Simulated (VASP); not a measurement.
The system is CuO.

```
Cu O
1.0
     3.13258    0.00000    0.00000
     0.00000    3.13258    0.00000
     0.00000    0.00000    4.58669
Cu O
2 2
Cartesian
  0.0000 0.0000 0.0000
  1.5663 1.5663 0.0000
  1.5663 0.0000 1.2246
  0.0000 1.5663 3.3620
```

Base run:

```yaml
Program: VASP 6.6.1
Functional: PBE
Potentials_or_basis: VASP PAW PBE potentials, release 64 (Cu, O)
Cutoff: 520 eV
k_mesh: 8 × 8 × 6
Occupations: fermi-dirac, width 0.05 eV
Spin: no spin polarisation
```

Its results: band gap on the k mesh zero (band 17 reaches 4.02 eV, above the bottom of band 18 at 3.14 eV); pressure 25.7 GPa; largest force 0.286 eV/Å.

Question: The run is repeated on the same cell with these changes: functional from PBE to PBEsol; further incar settings from ALGO = Normal; EDIFF = 1e-06; NBANDS = 25 to ALGO = Normal; EDIFF = 1e-07; NBANDS = 25. What comes out?

Answer: Band gap on the k mesh zero (band 17 reaches 3.89 eV, above the bottom of band 18 at 3.01 eV); pressure 18.3 GPa; largest force 0.722 eV/Å.

Caveats: semilocal functionals often make such compounds metallic where correlation or magnetic order opens a gap, which also shifts bond lengths; the PAW data sets were made with another functional, which shifts forces and pressure a little (some runs).
